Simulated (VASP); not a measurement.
# Ir (P6_3/mmc) in VASP: single point with r2SCAN

Aim: the single point of Ir with r2SCAN.

Program: VASP 6.6.1. These are calculated values, not measurements. Logs are shortened: lines on timing, memory, paths and dates and some standing lists are left out, and cuts for length are marked.

### 1 The cell of the first run

It takes space group P6_3/mmc (No. 194, hexagonal). The conventional cell has a = 2.726 Å, b = 2.726 Å, c = 4.432 Å, α = 90.00°, β = 90.00°, γ = 120.00°. Within 3.6 Å of Ir (site symmetry -6m2) lie 12 Ir at 2.72 to 2.73 Å.

This isn't the form of Ir at room conditions, which is fcc.

### 2 Single point, r2SCAN

The input, POSCAR:

```
Ir
1.0
    2.7261343921      0.0000008244      0.0000139316
   -1.3630664821      2.3608934606      0.0000013625
    0.0000225709      0.0000155802      4.4320082662
Ir
2
Direct
    0.6666657215      0.3333325556      0.7499999998
    0.3333342785      0.6666674444      0.2500000002
```

The input, INCAR.step1:

```
SYSTEM = Ir
  ALGO = Normal
  EDIFF = 1E-4
  ENCUT = 520
  GGA = PE
  ISMEAR = 0
  LASPH = .TRUE.
  LCHARG = .FALSE.
  LREAL = .FALSE.
  LWAVE = .TRUE.
  NBANDS = 16
  NELM = 100
  PREC = Accurate
  SIGMA = 0.15
```

The input, INCAR.step2:

```
SYSTEM = Ir
  ALGO = Normal
  EDIFF = 1E-6
  ENCUT = 520
  ISIF = 2
  ISMEAR = 0
  ISTART = 1
  LASPH = .TRUE.
  LCHARG = .FALSE.
  LMIXTAU = .TRUE.
  LREAL = .FALSE.
  LWAVE = .FALSE.
  METAGGA = R2SCAN
  NBANDS = 16
  NELM = 100
  PREC = Accurate
  SIGMA = 0.15
```

The input, KPOINTS:

```
k-points
0
G
  12 12 8
  0 0 0
```

Potentials or basis: VASP PAW PBE potentials, release 64 (Ir).

Launch:

```
> cat potpaw_PBE.64/Ir/POTCAR > POTCAR
> cp INCAR.step1 INCAR
> mpirun -np 1 vasp_std > vasp.out
> cp INCAR.step2 INCAR
> mpirun -np 1 vasp_std > vasp.out
```

OUTCAR:

```text
SYSTEM = Ir
   EDIFF = 1E-6
   ENCUT = 520
   ISIF = 2
   ISMEAR = 0
   ISTART = 1
   LASPH = .TRUE.
   LREAL = .FALSE.
   METAGGA = R2SCAN
   NELM = 100
   PREC = Accurate

 ion  position               nearest neighbor table
   1  0.667  0.333  0.750-   2 2.72   2 2.72   2 2.72   2 2.72   2 2.72   2 2.72
   2  0.333  0.667  0.250-   1 2.72   1 2.72   1 2.72   1 2.72   1 2.72   1 2.72

  LATTYP: Found a hexagonal cell.
 ALAT       =     2.7261269536
 C/A-ratio  =     1.6257527040

  Lattice vectors:

 A1 = (   1.3630664821,  -2.3608934606,  -0.0000013625)
 A2 = (  -2.7261343921,  -0.0000008244,  -0.0000139316)
 A3 = (  -0.0000225709,  -0.0000155802,  -4.4320082662)

Analysis of symmetry for initial positions (statically):
=====================================================================
 Subroutine PRICEL returns:
 Original cell was already a primitive cell.

 Routine SETGRP: Setting up the symmetry group for a
 hexagonal supercell.

 Subroutine GETGRP returns: Found 24 space group operations
 (whereof 12 operations were pure point group operations)
 out of a pool of 24 trial point group operations.

The static configuration has the point symmetry D_3d.
 The point group associated with its full space group is D_6h.

Analysis of symmetry for dynamics (positions and initial velocities):
=====================================================================
 Subroutine PRICEL returns:
 Original cell was already a primitive cell.

 Routine SETGRP: Setting up the symmetry group for a
 hexagonal supercell.

 Subroutine GETGRP returns: Found 24 space group operations
 (whereof 12 operations were pure point group operations)
 out of a pool of 24 trial point group operations.

The dynamic configuration has the point symmetry D_3d.
 The point group associated with its full space group is D_6h.

 Subroutine INISYM returns: Found 24 space group operations
 (whereof 12 operations are pure point group operations),
 and found     1 'primitive' translations

----------------------------------------------------------------------------------------

                                     Primitive cell

  volume of cell :      28.5249

  direct lattice vectors                    reciprocal lattice vectors
     2.726134392  0.000000824  0.000013932     0.366819709  0.211784081 -0.000002613
    -1.363066482  2.360893461  0.000001363    -0.000000128  0.423568383 -0.000001489
     0.000022571  0.000015580  4.432008266    -0.000001153 -0.000000796  0.225631348

  length of vectors
     2.726134392  2.726126954  4.432008266     0.423567227  0.423568383  0.225631348

  position of ions in fractional coordinates (direct lattice)
     0.666665722  0.333332556  0.750000000
     0.333334278  0.666667444  0.250000000

  ion indices of the primitive-cell ions
   primitive index   ion index
                 1           1
                 2           2

----------------------------------------------------------------------------------------

 KPOINTS: k-points

Automatic generation of k-mesh.
 Grid dimensions read from file:
 generate k-points for:   12   12    8

 Generating k-lattice:

  Cartesian coordinates                     Fractional coordinates (reciprocal lattice)
     0.030568309  0.017648673 -0.000000218     0.083333333 -0.000000000  0.000000000
    -0.000000011  0.035297365 -0.000000124     0.000000000  0.083333333  0.000000000
    -0.000000144 -0.000000099  0.028203919    -0.000000000  0.000000000  0.125000000

  Length of vectors
     0.035297269  0.035297365  0.028203919

  Shift w.r.t. Gamma in fractional coordinates (k-lattice)
     0.000000000  0.000000000  0.000000000

 Subroutine IBZKPT returns following result:
 ===========================================

 Found     95 irreducible k-points:

 Following reciprocal coordinates:
            Coordinates               Weight
  0.000000  0.000000  0.000000      1.000000
  0.083333  0.000000  0.000000      6.000000
  0.166667 -0.000000  0.000000      6.000000
  0.250000  0.000000  0.000000      6.000000
  0.333333  0.000000  0.000000      6.000000
  0.416667  0.000000  0.000000      6.000000
[... 16 lines left out ...]
  0.250000 -0.000000  0.125000     12.000000
  0.333333  0.000000  0.125000     12.000000
 [... further k-points ...]
   k-points           NKPTS =     95   k-points in BZ     NKDIM =     95   number of bands    NBANDS=     16
   number of dos      NEDOS =    301   number of ions     NIONS =      2
   total plane-waves  NPLWV =  14400
   dimension x,y,z NGX =    20 NGY =   20 NGZ =   36
   dimension x,y,z NGXF=    40 NGYF=   40 NGZF=   72
   ions per type =               2
   NGX,Y,Z   is equivalent  to a cutoff of  12.20, 12.20, 13.50 a.u.
   NGXF,Y,Z  is equivalent  to a cutoff of  24.39, 24.39, 27.01 a.u.
 SYSTEM =  Ir
   PREC   = accura    normal or accurate (medium, high low for compatibility)
   ISTART =      1    job   : 0-new  1-cont  2-samecut
   ICHARG =      0    charge: 1-file 2-atom 10-const
   ISPIN  =      1    spin polarized calculation?
   LNONCOLLINEAR =      F non collinear calculations
   LSORBIT =      F    spin-orbit coupling
   LASPH  =      T    aspherical Exc in radial PAW
   ENCUT  =  520.0 eV  38.22 Ry    6.18 a.u.   5.07  5.07  8.24*2*pi/ulx,y,z
   NELM   =    100;   NELMIN=  2; NELMDL=  0     # of ELM steps
   EDIFF  = 0.1E-05   stopping-criterion for ELM
   LREAL  =      F    real-space projection
   EDIFFG = 0.1E-04   stopping-criterion for IOM
   NSW    =      0    number of steps for IOM
   IBRION =     -1    ionic relax: 0-MD 1-quasi-New 2-CG
   NFREE  =      0    steps in history (QN), initial steepest desc. (CG)
   ISIF   =      2    stress and relaxation
   ISYM   =      2    0-nonsym 1-usesym 2-fastsym
   POTIM  = 0.5000    time-step for ionic-motion
   TEBEG  =    0.0;   TEEND  =   0.0 temperature during run
   PSTRESS=    0.0 pullay stress
   NELECT =      18.0000    total number of electrons
   NUPDOWN=      -1.0000    fix difference up-down
   EMIN   =  10.00;   EMAX   =-10.00  energy-range for DOS
   EFERMI =   0.00;   METHOD = LEGACY
   ISMEAR =     0;   SIGMA  =   0.15  broadening in eV -4-tet -1-fermi 0-gaus
   EFERMI_NEDOS =   21; number of points for ismear=-14 and -15
   IALGO  =     38    algorithm
   IMIX   =      4    mixing-type and parameters
     AMIX     =   0.40;   BMIX     =  1.00
     AMIX_MAG =   1.60;   BMIX_MAG =  1.00
  volume/ion in A,a.u.               =      14.26        96.25
  Fermi-wavevector in a.u.,A,eV,Ry     =   1.404185  2.653524 26.827079  1.971735
  Thomas-Fermi vector in A             =   2.526772
   LORBIT       =      0    0 simple, 1 ext, 2 COOP (PROOUT), +10 PAW based schemes
   METAGGA = R2SCAN    functional components
   LHFCALC =     F    Hartree Fock is set to
   AEXX    =    0.0000 exact exchange contribution
   IVDW    =     0    specifies the selected vdW correction
   LEPSILON=     F    determine dielectric tensor
   LRPA    =     F    only Hartree local field effects (RPA)
 non-spin polarized calculation
 Gauss-broadening in eV      SIGMA  =   0.15
  energy-cutoff  :      520.00
  volume of cell :       28.52
 maximum number of plane-waves:       783
   NGX = 11   NGY = 11   NGZ = 17

 number of electron      18.0000011 magnetization

 Free energy of the ion-electron system (eV)
  ---------------------------------------------------
  ext. energy  EPLUGINS =         0.00000000
  ---------------------------------------------------
  free energy    TOTEN  =      -104.57910764 eV

  energy without entropy =     -104.55491603  energy(sigma->0) =     -104.56701184

 E-fermi :  10.1743     XC(G=0): -15.2791

 val. band max:       10.1651487460   @ k =   0.2500   0.0000   0.3750
 cond. band min:      10.1943677091   @ k =   0.2500   0.1667   0.0000
 fundamental gap:      0.0292189631
 Fermi energy:        10.1742974347

 k-point     1 :       0.0000    0.0000    0.0000
  band No.  band energies     occupation
      1      -1.4078      2.00000
      2       1.7197      2.00000
      3       6.0892      2.00000
      4       6.2161      2.00000
      5       6.2162      2.00000
      6       6.8819      2.00000
[... 8 lines left out ...]
     15      27.4416      0.00000
     16      28.5255      0.00000

 k-point     2 :       0.0833    0.0000    0.0000
  band No.  band energies     occupation
      1      -1.1262      2.00000
      2       1.9693      2.00000
      3       5.6966      2.00000
      4       6.4529      2.00000
      5       6.5438      2.00000
      6       6.7445      2.00000
[... 8 lines left out ...]
     15      27.8047      0.00000
     16      28.9300      0.00000

 k-point     3 :       0.1667   -0.0000    0.0000
  band No.  band energies     occupation
      1      -0.3347      2.00000
      2       2.5894      2.00000
      3       5.1992      2.00000
      4       6.1031      2.00000
      5       6.3152      2.00000
      6       7.1390      2.00000
[... 8 lines left out ...]
     15      28.3705      0.00000
     16      28.8281      0.00000

 k-point     4 :       0.2500    0.0000    0.0000
  band No.  band energies     occupation
      1       0.7755      2.00000
      2       3.0241      2.00000
      3       4.8321      2.00000
      4       5.0935      2.00000
      5       6.0566      2.00000
      6       6.6849      2.00000
[... 8 lines left out ...]
     15      26.9477      0.00000
     16      27.0870      0.00000

 k-point     5 :       0.3333    0.0000    0.0000
  band No.  band energies     occupation
      1       1.7969      2.00000
      2       2.8260      2.00000
      3       3.8639      2.00000
      4       5.5204      2.00000
      5       6.2848      2.00000
      6       6.4064      2.00000
[... 8 lines left out ...]
     15      24.7239      0.00000
     16      25.7663      0.00000

 k-point     6 :       0.4167    0.0000    0.0000
  band No.  band energies     occupation
      1       2.2936      2.00000
      2       2.5317      2.00000
      3       3.2636      2.00000
      4       6.0204      2.00000
      5       6.1899      2.00000
      6       6.5494      2.00000
[... 8 lines left out ...]
     15      22.9779      0.00000
     16      23.9968      0.00000

 k-point     7 :       0.5000    0.0000    0.0000
  band No.  band energies     occupation
      1       2.3366      2.00000
      2       2.4753      2.00000
      3       3.0605      2.00000
      4       5.9285      2.00000
      5       6.4617      2.00000
      6       6.6590      2.00000
[... 8 lines left out ...]
     15      21.9418      0.00000
     16      22.2743      0.00000

 k-point     8 :       0.0833    0.0833    0.0000
  band No.  band energies     occupation
      1      -0.5868      2.00000
      2       2.4200      2.00000
      3       5.2853      2.00000
      4       6.4752      2.00000
      5       6.5592      2.00000
      6       6.8705      2.00000
[... 8 lines left out ...]
     15      28.4313      0.00000
     16      28.5977      0.00000

 k-point     9 :       0.1667    0.0833    0.0000
  band No.  band energies     occupation
      1       0.3883      2.00000
      2       3.0680      2.00000
      3       4.8444      2.00000
      4       5.3304      2.00000
      5       6.1548      2.00000
      6       6.5622      2.00000
[... 8 lines left out ...]
     15      26.6403      0.00000
     16      28.0129      0.00000
[... 172 lines left out ...]
 k-point    19 :       0.3333    0.3333    0.0000
  band No.  band energies     occupation
      1       3.1454      2.00000
      2       4.1178      2.00000
      3       4.1178      2.00000
      4       4.9062      2.00000
      5       5.7840      2.00000
      6       5.7841      2.00000
[... 8 lines left out ...]
     15      24.4124      0.00000
     16      24.4124      0.00000

 k-point    20 :      -0.0000   -0.0000    0.1250
  band No.  band energies     occupation
      1      -1.2261      2.00000
      2       1.7311      2.00000
      3       6.0057      2.00000
      4       6.1364      2.00000
      5       6.1365      2.00000
      6       6.7894      2.00000
[... 8 lines left out ...]
     15      28.0205      0.00000
     16      28.1406      0.00000

 k-point    21 :       0.0833    0.0000    0.1250
  band No.  band energies     occupation
      1      -0.9480      2.00000
      2       1.9869      2.00000
      3       5.6965      2.00000
      4       6.3109      2.00000
      5       6.3489      2.00000
      6       6.5395      2.00000
[... 8 lines left out ...]
     15      28.3945      0.00000
     16      28.4589      0.00000

 k-point    22 :       0.1667   -0.0000    0.1250
  band No.  band energies     occupation
      1      -0.1720      2.00000
      2       2.6279      2.00000
      3       5.2349      2.00000
      4       5.7308      2.00000
      5       6.2276      2.00000
      6       6.8251      2.00000
[... 8 lines left out ...]
     15      27.9259      0.00000
     16      28.7594      0.00000

 k-point    23 :       0.2500   -0.0000    0.1250
  band No.  band energies     occupation
      1       0.8911      2.00000
      2       3.0898      2.00000
      3       4.6946      2.00000
      4       5.1375      2.00000
      5       5.8696      2.00000
      6       6.7312      2.00000
[... 8 lines left out ...]
     15      27.1103      0.00000
     16      27.2066      0.00000

 k-point    24 :       0.3333    0.0000    0.1250
  band No.  band energies     occupation
      1       1.7866      2.00000
      2       2.8937      2.00000
      3       3.9693      2.00000
      4       5.1734      2.00000
      5       6.3474      2.00000
      6       6.3952      2.00000
[... 8 lines left out ...]
     15      25.0831      0.00000
     16      25.7746      0.00000

 [... further k-points ...]

------------------------ aborting loop because EDIFF is reached ----------------------------------------

  FORCE on cell =-STRESS in cart. coord.  units (eV):
  Direction    XX          YY          ZZ          XY          YZ          ZX
  --------------------------------------------------------------------------------------
  -------------------------------------------------------------------------------------
  Total        0.4312535      0.4312507      0.4599359      0.0000003      0.0000031      0.0000045
  in kB       24.2224981     24.2223388     25.8335199      0.0000147      0.0001763      0.0002553
  external PRESSURE =      24.7594523 kB  Pullay stress =       0.0000000 kB

 VOLUME and BASIS-vectors are now :
 -----------------------------------------------------------------------------
  energy-cutoff  :      520.00
  volume of cell :       28.52
      direct lattice vectors                 reciprocal lattice vectors
     2.726134392  0.000000824  0.000013932     0.366819709  0.211784081 -0.000002613
    -1.363066482  2.360893461  0.000001363    -0.000000128  0.423568383 -0.000001489
     0.000022571  0.000015580  4.432008266    -0.000001153 -0.000000796  0.225631348

 POSITION                                       TOTAL-FORCE (eV/Angst)
 -----------------------------------------------------------------------------------
      1.36308      0.78697      3.32402         0.000000      0.000000     -0.000000
      0.00001      1.57393      1.10801        -0.000000     -0.000000      0.000000
 -----------------------------------------------------------------------------------
    total drift:                                0.000040      0.000118      0.000037

  FREE ENERGIE OF THE ION-ELECTRON SYSTEM (eV)
  ---------------------------------------------------
  free  energy   TOTEN  =      -104.5791076409 eV

  energy  without entropy=     -104.5549160314  energy(sigma->0) =     -104.56701184
```

Run time: 3.8 min. Hardware: 1 thread of Oxide Virtual Turin-like, shared host; peak memory 0.14 GiB.

What came out:

```
Free energy            : -104.5791 eV
Pressure               : 2.5 GPa
Band gap on the k mesh : zero (bands 9 and 10 overlap by 3.42 eV)
```

Levels at points of the mesh, in eV from the Fermi level:
```csv
k point,band 7,band 8,band 9,band 10,band 11,band 12
"(0.00, 0.00, 0.00)",-3.29,-2.45,-2.45,-0.80,0.27,0.27
"(0.50, 0.00, 0.00)",-3.09,0.74,0.97,1.16,3.07,4.60
"(0.00, 0.00, 0.50)",-4.08,-4.08,-0.50,-0.50,-0.50,-0.50
"(0.50, 0.00, 0.50)",-0.97,-0.97,0.99,0.99,2.10,2.10
```

Caveat: the PAW data sets were made with another functional, which shifts forces and pressure a little; spin-orbit coupling is left out, which moves the levels of the heavy elements.

The gap in the log of VASP goes by the Fermi energy; the results here count the filled bands.